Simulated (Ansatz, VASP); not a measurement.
# Na: VASP beside Ansatz

```
CELL_PARAMETERS angstrom
-2.15985 2.11750 2.11750
2.11750 -2.15985 2.11750
2.11750 2.11750 -2.15985
ATOMIC_POSITIONS crystal
Na 0.00000 0.00000 0.00000
```

Change from the starting cell: equal xy, yz and zx shear strains of -2 %.

Alike in both runs: task single point; functional PBEsol; k mesh 11 × 11 × 11; occupations fermi-dirac, width 0.03 eV; no spin polarisation.

```csv
,VASP,Ansatz
version,VASP 6.6.1,Ansatz 0.2.0
potentials or method,"VASP PAW PBE potentials, release 64 (Na_pv), cutoff 520 eV","all-electron LAPW, scalar-relativistic"
```

|  | VASP | Ansatz | Ansatz less VASP |
| --- | --- | --- | --- |
| pressure (GPa) | -0.4 | -0.3 | +0.02 |
| traceless stress, the component that is largest in VASP (GPa) | 0.16 | 0.16 | -0.002 |

VASP's potentials were made for PBE, not for PBEsol. Ansatz ran all-electron here, and VASP with PAW potentials.
